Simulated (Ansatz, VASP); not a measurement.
**TaN: VASP beside Ansatz**

```
Ta N
1.0
     5.29791    0.00000    0.00000
    -2.64895    4.58812    0.00000
     0.00000    0.00000    2.96809
Ta N
3 3
Direct
  0.33333 0.66667 0.50000
  0.66667 0.33333 0.50000
  0.00000 0.00000 0.00000
  0.39285 0.00000 0.00000
  0.60715 0.60715 0.00000
  0.00000 0.39285 0.00000
```

Alike in both runs: task single point; functional PBEsol; k mesh 5 × 5 × 8; occupations fermi-dirac, width 0.1 eV; no spin polarisation.

```csv
,VASP,Ansatz
version,VASP 6.6.1,Ansatz 0.2.0
potentials or method,"VASP PAW PBE potentials, release 64 (Ta_pv, N), cutoff 520 eV","plane waves, PAW"
valence electrons in the cell,48,54
```

```csv
,VASP,Ansatz,Ansatz less VASP
pressure (GPa),-19.5,-20.1,-0.59
"traceless stress, the component that is largest in VASP (GPa)",-1.75,-1.69,+0.058
```

VASP's potentials were made for PBE, not for PBEsol. VASP's potentials hold 48 valence electrons a cell and Ansatz's 54, so a difference there can come from the potentials and not from the codes.

Spin-orbit coupling is off throughout.
